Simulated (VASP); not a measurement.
# Li2TaO3 in VASP: a series of runs

Li2TaO3 is run at these levels: PBE; tasks: single point.

Program: VASP 6.6.1. These are calculated values, not measurements. Logs are shortened: lines on timing, memory, paths and dates and some standing lists are left out, and cuts for length are marked.

### Step 1. The cell of the first run

The structure is orthorhombic, space group Fmmm (No. 69). The conventional cell has a = 4.301 Å, b = 4.374 Å, c = 12.368 Å, α = 90.00°, β = 90.00°, γ = 90.00°. Li (site symmetry mm2) has 6 O at 1.97 to 2.29 Å within 2.6 Å. Within 2.6 Å of Ta (site symmetry mmm) lie 6 O at 1.93 to 2.19 Å. Within 2.8 Å of O (site symmetry mmm) lie 4 Ta at 2.15 to 2.19 Å and 2 Li at 2.29 Å. Within 2.6 Å of O (site symmetry mm2) lie 1 Ta at 1.93 Å and 5 Li at 1.97 to 2.22 Å.

### Step 2. Single point, PBE

INCAR

```
PREC = Accurate
ENCUT = 520
EDIFF = 1E-7
ISMEAR = 0
SIGMA = 0.1
LREAL = False
LASPH = True
NELM = 60
ALGO = Normal
ISIF = 2
LWAVE = False
LCHARG = False
GGA = PE
NBANDS = 26
```

KPOINTS

```
Automatic mesh
0
Gamma
  6 6 6
```

POSCAR

```
Li2TaO3
1.0
    0.0000000000      2.1872132814      6.1838314864
    2.1504010343      0.0000000000      6.1838314864
    2.1504010343      2.1872132814      0.0000000000
Li Ta O
2 1 3
Direct
    0.3150096325      0.3150096325      0.6849903675
    0.6849903675      0.6849903675      0.3150096325
    0.0000000000      0.0000000000      0.0000000000
    0.5000000000      0.5000000000      0.5000000000
    0.8439688608      0.8439688608      0.1560311392
    0.1560311392      0.1560311392      0.8439688608
```

Potentials or basis: VASP PAW PBE potentials, release 64 (Li_sv, Ta_pv, O).

The run is started by

```sh
cat potpaw_PBE.64/Li_sv/POTCAR potpaw_PBE.64/Ta_pv/POTCAR potpaw_PBE.64/O/POTCAR > POTCAR
mpirun -np 1 vasp_std > vasp.out
```

OUTCAR:

```text
PREC = Accurate
   ENCUT = 520
   EDIFF = 1E-7
   ISMEAR = 0
   LREAL = False
   LASPH = True
   NELM = 60
   ISIF = 2
   GGA = PE

 ion  position               nearest neighbor table
   1  0.315  0.315  0.685-   6 1.97   5 2.18   5 2.18   5 2.22   5 2.22
   2  0.685  0.685  0.315-   5 1.97   6 2.18   6 2.18   6 2.22   6 2.22
   3  0.000  0.000  0.000-   5 1.93   6 1.93   4 2.15   4 2.15   4 2.19   4 2.19
   4  0.500  0.500  0.500-   3 2.15   3 2.15   3 2.19   3 2.19
   5  0.844  0.844  0.156-   3 1.93   2 1.97   1 2.18   1 2.18   1 2.22   1 2.22
   6  0.156  0.156  0.844-   3 1.93   1 1.97   2 2.18   2 2.18   2 2.22   2 2.22

  LATTYP: Found a face centered orthorhombic cell.
 ALAT       =     4.3008020686
 B/A-ratio  =     1.0171187823
 C/A-ratio  =     2.8756643006

  Lattice vectors:

 A1 = (   0.0000000000,   2.1872132814,   6.1838314864)
 A2 = (   2.1504010343,   0.0000000000,   6.1838314864)
 A3 = (   2.1504010343,   2.1872132814,   0.0000000000)

Analysis of symmetry for initial positions (statically):
=====================================================================
 Subroutine PRICEL returns:
 Original cell was already a primitive cell.

 Routine SETGRP: Setting up the symmetry group for a
 face centered orthorhombic supercell.

 Subroutine GETGRP returns: Found  8 space group operations
 (whereof  8 operations were pure point group operations)
 out of a pool of  8 trial point group operations.

The static configuration has the point symmetry D_2h.

Analysis of symmetry for dynamics (positions and initial velocities):
=====================================================================
 Subroutine PRICEL returns:
 Original cell was already a primitive cell.

 Routine SETGRP: Setting up the symmetry group for a
 face centered orthorhombic supercell.

 Subroutine GETGRP returns: Found  8 space group operations
 (whereof  8 operations were pure point group operations)
 out of a pool of  8 trial point group operations.

The dynamic configuration has the point symmetry D_2h.

 Subroutine INISYM returns: Found  8 space group operations
 (whereof  8 operations are pure point group operations),
 and found     1 'primitive' translations

----------------------------------------------------------------------------------------

                                     Primitive cell

  volume of cell :      58.1699

  direct lattice vectors                    reciprocal lattice vectors
     0.000000000  2.187213281  6.183831486    -0.232514769  0.228601392  0.080856020
     2.150401034  0.000000000  6.183831486     0.232514769 -0.228601392  0.080856020
     2.150401034  2.187213281  0.000000000     0.232514769  0.228601392 -0.080856020

  length of vectors
     6.559243386  6.547060139  3.067266951     0.335945546  0.335945546  0.335945546

  position of ions in fractional coordinates (direct lattice)
     0.315009633  0.315009633  0.684990367
     0.684990367  0.684990367  0.315009633
     0.000000000  0.000000000  0.000000000
     0.500000000  0.500000000  0.500000000
     0.843968861  0.843968861  0.156031139
     0.156031139  0.156031139  0.843968861

  ion indices of the primitive-cell ions
   primitive index   ion index
                 1           1
                 2           2
                 3           3
                 4           4
                 5           5
                 6           6

----------------------------------------------------------------------------------------

 KPOINTS: Automatic mesh

Automatic generation of k-mesh.
 Grid dimensions read from file:
 generate k-points for:    6    6    6

 Generating k-lattice:

  Cartesian coordinates                     Fractional coordinates (reciprocal lattice)
    -0.038752462  0.038100232  0.013476003     0.166666667  0.000000000  0.000000000
     0.038752462 -0.038100232  0.013476003     0.000000000  0.166666667  0.000000000
     0.038752462  0.038100232 -0.013476003    -0.000000000 -0.000000000  0.166666667

  Length of vectors
     0.055990924  0.055990924  0.055990924

  Shift w.r.t. Gamma in fractional coordinates (k-lattice)
     0.000000000  0.000000000  0.000000000

 Subroutine IBZKPT returns following result:
 ===========================================

 Found     46 irreducible k-points:

 Following reciprocal coordinates:
            Coordinates               Weight
  0.000000  0.000000  0.000000      1.000000
  0.166667  0.000000 -0.000000      8.000000
  0.333333  0.000000 -0.000000      8.000000
  0.500000  0.000000 -0.000000      4.000000
  0.166667  0.166667  0.000000      2.000000
  0.333333  0.166667 -0.000000      8.000000
[... 16 lines left out ...]
 -0.166667  0.166667  0.166667      8.000000
  0.500000  0.333333  0.166667      4.000000
 [... further k-points ...]
   k-points           NKPTS =     46   k-points in BZ     NKDIM =     46   number of bands    NBANDS=     26
   number of dos      NEDOS =    301   number of ions     NIONS =      6
   total plane-waves  NPLWV =  60000
   dimension x,y,z NGX =    50 NGY =   50 NGZ =   24
   dimension x,y,z NGXF=   100 NGYF=  100 NGZF=   48
   ions per type =               2   1   3
   NGX,Y,Z   is equivalent  to a cutoff of  12.67, 12.70, 13.01 a.u.
   NGXF,Y,Z  is equivalent  to a cutoff of  25.35, 25.39, 26.02 a.u.
 SYSTEM =  unknown system
   PREC   = accura    normal or accurate (medium, high low for compatibility)
   ISTART =      0    job   : 0-new  1-cont  2-samecut
   ICHARG =      2    charge: 1-file 2-atom 10-const
   ISPIN  =      1    spin polarized calculation?
   LNONCOLLINEAR =      F non collinear calculations
   LSORBIT =      F    spin-orbit coupling
   LASPH  =      T    aspherical Exc in radial PAW
   ENCUT  =  520.0 eV  38.22 Ry    6.18 a.u.  12.20 12.17  5.70*2*pi/ulx,y,z
   NELM   =     60;   NELMIN=  2; NELMDL= -5     # of ELM steps
   EDIFF  = 0.1E-06   stopping-criterion for ELM
   LREAL  =      F    real-space projection
   EDIFFG = 0.1E-05   stopping-criterion for IOM
   NSW    =      0    number of steps for IOM
   IBRION =     -1    ionic relax: 0-MD 1-quasi-New 2-CG
   NFREE  =      0    steps in history (QN), initial steepest desc. (CG)
   ISIF   =      2    stress and relaxation
   ISYM   =      2    0-nonsym 1-usesym 2-fastsym
   POTIM  = 0.5000    time-step for ionic-motion
   TEBEG  =    0.0;   TEEND  =   0.0 temperature during run
   PSTRESS=    0.0 pullay stress
   NELECT =      35.0000    total number of electrons
   NUPDOWN=      -1.0000    fix difference up-down
   EMIN   =  10.00;   EMAX   =-10.00  energy-range for DOS
   EFERMI =   0.00;   METHOD = LEGACY
   ISMEAR =     0;   SIGMA  =   0.10  broadening in eV -4-tet -1-fermi 0-gaus
   EFERMI_NEDOS =   21; number of points for ismear=-14 and -15
   IALGO  =     38    algorithm
   IMIX   =      4    mixing-type and parameters
     AMIX     =   0.40;   BMIX     =  1.00
     AMIX_MAG =   1.60;   BMIX_MAG =  1.00
  volume/ion in A,a.u.               =       9.69        65.42
  Fermi-wavevector in a.u.,A,eV,Ry     =   1.382074  2.611742 25.988893  1.910130
  Thomas-Fermi vector in A             =   2.506800
   LORBIT       =      0    0 simple, 1 ext, 2 COOP (PROOUT), +10 PAW based schemes
   GGA     = PE    functional components
   LHFCALC =     F    Hartree Fock is set to
   AEXX    =    0.0000 exact exchange contribution
   IVDW    =     0    specifies the selected vdW correction
   LEPSILON=     F    determine dielectric tensor
   LRPA    =     F    only Hartree local field effects (RPA)
 non-spin polarized calculation
 Gauss-broadening in eV      SIGMA  =   0.10
  energy-cutoff  :      520.00
  volume of cell :       58.17
 maximum number of plane-waves:      1593
 NGX is ok and might be reduce to    50
   NGX = 25   NGY = 25   NGZ = 11

 number of electron      35.0000007 magnetization

 Free energy of the ion-electron system (eV)
  ---------------------------------------------------
  ext. energy  EPLUGINS =         0.00000000
  ---------------------------------------------------
  free energy    TOTEN  =       -44.09752584 eV

  energy without entropy =      -44.08932433  energy(sigma->0) =      -44.09342509

 E-fermi :   5.8987     XC(G=0): -10.9970

 val. band max:        5.8983137612   @ k =  -0.3333   0.1667   0.5000
 cond. band min:       5.9622721319   @ k =  -0.1667   0.1667   0.1667
 fundamental gap:      0.0639583707
 Fermi energy:         5.8986684614

 k-point     1 :       0.0000    0.0000    0.0000
  band No.  band energies     occupation
      1     -40.3335      2.00000
      2     -40.2817      2.00000
      3     -31.0267      2.00000
      4     -30.6847      2.00000
      5     -30.6796      2.00000
      6     -16.2557      2.00000
[... 18 lines left out ...]
     25      14.7794      0.00000
     26      15.0892      0.00000

 k-point     2 :       0.1667    0.0000   -0.0000
  band No.  band energies     occupation
      1     -40.3281      2.00000
      2     -40.2832      2.00000
      3     -31.0150      2.00000
      4     -30.8218      2.00000
      5     -30.6660      2.00000
      6     -15.9631      2.00000
[... 18 lines left out ...]
     25      14.7652      0.00000
     26      15.0669      0.00000

 k-point     3 :       0.3333    0.0000   -0.0000
  band No.  band energies     occupation
      1     -40.3148      2.00000
      2     -40.2888      2.00000
      3     -31.0897      2.00000
      4     -30.9916      2.00000
      5     -30.6336      2.00000
      6     -15.3445      2.00000
[... 18 lines left out ...]
     25      14.3459      0.00000
     26      15.4472      0.00000

 k-point     4 :       0.5000    0.0000   -0.0000
  band No.  band energies     occupation
      1     -40.3000      2.00000
      2     -40.2999      2.00000
      3     -31.2185      2.00000
      4     -30.9799      2.00000
      5     -30.6172      2.00000
      6     -15.0082      2.00000
[... 18 lines left out ...]
     25      12.8832      0.00000
     26      15.2571      0.00000
[... 496 lines left out ...]
      1     -40.2989      2.00000
      2     -40.2975      2.00000
      3     -31.1837      2.00000
      4     -30.9693      2.00000
      5     -30.7356      2.00000
      6     -15.2404      2.00000
[... 18 lines left out ...]
     25      13.2755      0.00000
     26      15.7450      0.00000

 k-point    23 :      -0.1667    0.1667    0.1667
  band No.  band energies     occupation
      1     -40.3106      2.00000
      2     -40.2894      2.00000
      3     -31.0614      2.00000
      4     -30.9806      2.00000
      5     -30.7585      2.00000
      6     -15.3808      2.00000
[... 18 lines left out ...]
     25      14.1699      0.00000
     26      15.1029      0.00000

 k-point    24 :       0.5000    0.3333    0.1667
  band No.  band energies     occupation
      1     -40.3236      2.00000
      2     -40.2840      2.00000
      3     -31.0037      2.00000
      4     -30.8190      2.00000
      5     -30.7782      2.00000
      6     -15.8093      2.00000
[... 18 lines left out ...]
     25      14.9010      0.00000
     26      14.9159      0.00000

 [... further k-points ...]
[... 5 lines left out ...]
  --------------------------------------------------------------------------------------
  -------------------------------------------------------------------------------------
  Total        0.1238943     -0.1109964      0.2785389      0.0000000      0.0000000      0.0000000
  in kB        3.4124286     -3.0571825      7.6718155      0.0000000      0.0000000      0.0000000
  external PRESSURE =       2.6756872 kB  Pullay stress =       0.0000000 kB

 VOLUME and BASIS-vectors are now :
 -----------------------------------------------------------------------------
  energy-cutoff  :      520.00
  volume of cell :       58.17
      direct lattice vectors                 reciprocal lattice vectors
     0.000000000  2.187213281  6.183831486    -0.232514769  0.228601392  0.080856020
     2.150401034  0.000000000  6.183831486     0.232514769 -0.228601392  0.080856020
     2.150401034  2.187213281  0.000000000     0.232514769  0.228601392 -0.080856020

 POSITION                                       TOTAL-FORCE (eV/Angst)
 -----------------------------------------------------------------------------------
      2.15040      2.18721      3.89593         0.000000      0.000000      0.009047
      2.15040      2.18721      8.47173         0.000000      0.000000     -0.009047
      0.00000      0.00000      0.00000         0.000000      0.000000     -0.000000
      2.15040      2.18721      6.18383         0.000000      0.000000     -0.000000
      2.15040      2.18721     10.43792         0.000000      0.000000     -0.121762
      2.15040      2.18721      1.92974         0.000000      0.000000      0.121762
 -----------------------------------------------------------------------------------
    total drift:                                0.000000      0.000000     -0.000000

  FREE ENERGIE OF THE ION-ELECTRON SYSTEM (eV)
  ---------------------------------------------------
  free  energy   TOTEN  =       -44.0975258445 eV

  energy  without entropy=      -44.0893243259  energy(sigma->0) =      -44.09342509
```

Run time: 2 min. Hardware: 1 thread of Intel Xeon 6975P-C, shared host; peak memory 0.27 GiB.

What came out:

```yaml
Free_energy: -44.0975 eV
Largest_force: 0.122 eV/Å
```

Forces on the atoms (eV/Å):
```
Li   0.000  0.000  0.009
Li   0.000  0.000 -0.009
Ta   0.000  0.000  0.000
O    0.000  0.000  0.000
O    0.000  0.000 -0.122
O    0.000  0.000  0.122
```

Levels at points of the mesh, in eV from the Fermi level:
```
           k point  band 16  band 17  band 18  band 19  band 20  band 21
(0.00, 0.00, 0.00)    -3.46    -3.45    -3.40     0.28     1.03     1.86
(0.50, 0.00, 0.00)    -4.12    -3.41     1.01     1.58     2.34     4.80
(0.50, 0.50, 0.00)    -4.27    -3.92    -3.85     0.30     1.04     2.10
(0.50, 0.00, 0.50)    -4.66    -3.90    -0.18     0.48     2.46     3.25
(0.00, 0.50, 0.50)    -4.68    -3.94    -0.23     0.52     2.46     3.25
```

Caveat: the cutoff is under 1.25 times the usual one of these potentials, so pressure, stress and relaxed cells hold a basis-set (Pulay) error; spin-orbit coupling is left out, which moves the levels of the heavy elements; an odd number of electrons without spin polarisation forces a metal; a magnetic or distorted state may lie lower.

### Step 3. Single point, PBE, collinear spin, ferromagnetic start

INCAR

```
SYSTEM = Li2TaO3
  PREC = Accurate
  ENCUT = 520
  EDIFF = 1E-6
  ISMEAR = 0
  SIGMA = 0.1
  LREAL = .FALSE.
  LASPH = .TRUE.
  NELM = 150
  ALGO = Normal
  ISIF = 2
  LWAVE = .FALSE.
  LCHARG = .FALSE.
  ISPIN = 2
  MAGMOM = 0 0 1 0 0 0
  LORBIT = 11
  LMAXMIX = 4
  GGA = PE
  NBANDS = 30
```

KPOINTS

```
Automatic mesh
0
G
  6 6 6
  0 0 0
```

POSCAR is that of step 2.

Potentials or basis: VASP PAW PBE potentials, release 64 (Li_sv, Ta_pv, O).

The run is started by

```sh
cat potpaw_PBE.64/Li_sv/POTCAR potpaw_PBE.64/Ta_pv/POTCAR potpaw_PBE.64/O/POTCAR > POTCAR
mpirun -np 1 vasp_std > vasp.out
```

Wall time 5.8 min (1 thread of Intel Xeon 6975P-C, shared host); peak memory 0.35 GiB.

The run converged. Its results:

* Free energy: -44.0975 eV
* Largest force: 0.122 eV/Å
* Net moment: 0.11 μB per cell
* Site moments: Li -0.00; Ta +0.08; O +0.01, -0.00 μB
* Valence electrons inside the program's atomic spheres: Li 2.07; Ta 8.87; O 5.07, 5.05

Forces in eV/Å, atoms in the order of the input:
```
Li   0.000  0.000  0.009
Li   0.000  0.000 -0.009
Ta   0.000  0.000  0.000
O    0.000  0.000  0.000
O    0.000  0.000 -0.122
O    0.000  0.000  0.122
```

Levels at points of the mesh, in eV from the Fermi level:
Spin up:
| k point | band 16 | band 17 | band 18 | band 19 | band 20 | band 21 |
| --- | --- | --- | --- | --- | --- | --- |
| (0.00, 0.00, 0.00) | -3.46 | -3.45 | -3.40 | 0.24 | 1.01 | 1.84 |
| (0.50, 0.00, 0.00) | -4.12 | -3.41 | 0.94 | 1.56 | 2.31 | 4.79 |
| (0.50, 0.50, 0.00) | -4.35 | -3.92 | -3.85 | 0.25 | 1.01 | 2.08 |
| (0.50, 0.00, 0.50) | -4.67 | -3.90 | -0.20 | 0.46 | 2.44 | 3.17 |
| (0.00, 0.50, 0.50) | -4.68 | -3.94 | -0.25 | 0.50 | 2.44 | 3.17 |
Spin down:
```csv
k point,band 16,band 17,band 18,band 19,band 20,band 21
"(0.00, 0.00, 0.00)",-3.46,-3.45,-3.41,0.32,1.05,1.88
"(0.50, 0.00, 0.00)",-4.12,-3.42,1.08,1.60,2.35,4.80
"(0.50, 0.50, 0.00)",-4.19,-3.92,-3.85,0.34,1.05,2.12
"(0.50, 0.00, 0.50)",-4.66,-3.90,-0.16,0.50,2.47,3.33
"(0.00, 0.50, 0.50)",-4.68,-3.94,-0.21,0.53,2.47,3.33
```

Caveat: the cutoff is under 1.25 times the usual one of these potentials, so pressure, stress and relaxed cells hold a basis-set (Pulay) error; spin-orbit coupling is left out, which moves the levels of the heavy elements.

### Step 4. Single point, PBE

This run uses another cell than the first one, of 9.65 Å³/atom, 0.996 times its volume.

INCAR

```
SYSTEM = Li2TaO3
ALGO = Normal ; EDIFF = 1E-7
ENCUT = 520 ; GGA = PE
ISIF = 2 ; ISMEAR = 0
LASPH = .True. ; LCHARG = .True.
LELF = .True. ; LREAL = .False.
LVHAR = .True. ; LWAVE = .False.
NBANDS = 26 ; NELM = 80
PREC = Accurate ; SIGMA = 0.1
```

KPOINTS

```
k-points
0
Gamma
  12 12 12
  0 0 0
```

POSCAR

```
Li2TaO3
1.0
    0.0000000000      2.1643285137      6.1822226858
    2.1642578394      0.0000000000      6.1822226858
    2.1642578394      2.1643285137      0.0000000000
Li Ta O
2 1 3
Direct
    0.3148771667      0.3148771667      0.6851228333
    0.6851228333      0.6851228333      0.3148771667
    0.0000000000      0.0000000000      0.0000000000
    0.5000000000      0.5000000000      0.5000000000
    0.8438502136      0.8438502136      0.1561497864
    0.1561497864      0.1561497864      0.8438502136
```

The run is started by

```sh
cat potpaw_PBE.64/Li_sv/POTCAR potpaw_PBE.64/Ta_pv/POTCAR potpaw_PBE.64/O/POTCAR > POTCAR
mpirun -np 1 vasp_std > vasp.out
```

Wall time 12 min (1 thread of Intel Xeon 6975P-C, shared host); peak memory 0.52 GiB.

It converged, with:

```
Free energy   : -44.1581 eV
Largest force : 0.112 eV/Å
```

Forces on the atoms (eV/Å):
```
Li   0.000  0.000  0.004
Li   0.000  0.000 -0.004
Ta   0.000  0.000  0.000
O    0.000  0.000  0.000
O    0.000  0.000 -0.112
O    0.000  0.000  0.112
```

Levels at points of the mesh, in eV from the Fermi level:
```csv
k point,band 14,band 15,band 16,band 17,band 18,band 19,band 20,band 21,band 22,band 23
"(0.00, 0.00, 0.00)",-4.76,-4.35,-3.48,-3.44,-3.44,0.37,0.88,1.85,1.85,4.24
"(0.50, 0.00, 0.00)",-4.38,-4.22,-4.14,-3.43,0.97,1.54,2.29,4.79,5.88,5.91
"(0.50, 0.50, 0.00)",-4.42,-4.42,-4.35,-3.90,-3.90,0.39,0.88,2.08,2.08,5.03
"(0.50, 0.00, 0.50)",-6.25,-5.58,-4.71,-3.94,-0.26,0.44,2.44,3.23,4.87,7.64
"(0.00, 0.50, 0.50)",-6.25,-5.58,-4.71,-3.94,-0.26,0.44,2.44,3.23,4.87,7.64
```

Caveat: the cutoff is under 1.25 times the usual one of these potentials, so pressure, stress and relaxed cells hold a basis-set (Pulay) error; spin-orbit coupling is left out, which moves the levels of the heavy elements; an odd number of electrons without spin polarisation forces a metal; a magnetic or distorted state may lie lower.

### Step 5. Summary

| spin | cell | k mesh | gap on the mesh (eV) | largest force (eV/Å) |
| --- | --- | --- | --- | --- |
| off | a = 6.559, b = 6.547, c = 3.067 Å, angles 76.7, 76.2, 27.1°, 6 atoms | 6 × 6 × 6 | none | 0.12 |
| collinear, ferromagnetic start | a = 6.559, b = 6.547, c = 3.067 Å, angles 76.7, 76.2, 27.1°, 6 atoms | 6 × 6 × 6 | none | 0.12 |
| off | a = 6.550, b = 6.550, c = 3.061 Å, angles 76.5, 76.5, 27.0°, 6 atoms | 12 × 12 × 12 | none | 0.11 |

Alike in all rows: task single point; level PBE; potentials or basis VASP PAW PBE potentials, release 64 (Li_sv, Ta_pv, O); cutoff (eV) 520; smearing gaussian 0.1 eV.

Caveats: the cutoff is under 1.25 times the usual one of these potentials, so pressure, stress and relaxed cells hold a basis-set (Pulay) error; spin-orbit coupling is left out, which moves the levels of the heavy elements; an odd number of electrons without spin polarisation forces a metal (some runs); a magnetic or distorted state may lie lower (some runs).

Absolute energies hang on the potentials; compare differences alone.
